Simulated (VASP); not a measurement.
Set up this calculation in VASP 6.6.1, as the native input.

```
Task                   : single point
Functional             : PBEsol
Potentials or basis    : VASP PAW PBE potentials, release 64 (Sn_d, O)
Cutoff                 : 520 eV
k mesh                 : 6 × 6 × 8
Occupations            : gaussian, width 0.05 eV
Spin                   : no spin polarisation
Dipole correction      : no
Further INCAR settings : ALGO = Normal; EDIFF = 1e-06; NBANDS = 35
```

The structure of SnO2 lies in POSCAR:

```
SnO2
1.0
    4.7687243422      0.0000000000      0.0000000000
    0.0000000000      4.7687243422      0.0000000000
    0.0000000000      0.0000000000      3.2113691866
Sn O
2 4
Direct
    0.0000000000      0.0000000000     -0.0167218395
    0.5000000000      0.5000000000      0.5167218395
    0.2397944558      0.3728016790      0.0095947071
    0.2602055442      0.8728016790      0.4904052929
    0.7602055442      0.6271983210      0.0095947071
    0.7397944558      0.1271983210      0.4904052929
```

This cell differs from its parent crystal: atoms displaced along several vibrational modes.

These files were run (other wordings do the same):

INCAR

```
SYSTEM = SnO2
PREC = Accurate
ENCUT = 520
EDIFF = 1E-6
ISMEAR = 0
SIGMA = 0.05
LREAL = .False.
LASPH = .True.
NELM = 60
ALGO = Normal
ISIF = 2
LWAVE = .False.
LCHARG = .False.
GGA = PS
NBANDS = 35
```

KPOINTS

```
regular mesh
0
Gamma
  6 6 8
  0 0 0
```

Potentials or basis: VASP PAW PBE potentials, release 64 (Sn_d, O).

Run with:

```sh
$ cat potpaw_PBE.64/Sn_d/POTCAR potpaw_PBE.64/O/POTCAR > POTCAR
$ mpirun -np 1 vasp_std > vasp.out
```

Results of the run:

| Quantity | Value |
| --- | --- |
| Pressure | -6.3 GPa |
| Largest force | 1.084 eV/Å |
| Band gap on the k mesh | 0.98 eV (least direct gap 1.02 eV) |

Caveat: the cell differs from its parent crystal (atoms displaced along several vibrational modes); the cell stands under tension; the PAW data sets were made with another functional, which shifts forces and pressure a little; spin-orbit coupling is left out, which moves the levels of the heavy elements.

Run time: 3.3 min on 1 thread of Intel Xeon 8259CL, on a shared host, peak memory 0.28 GiB.
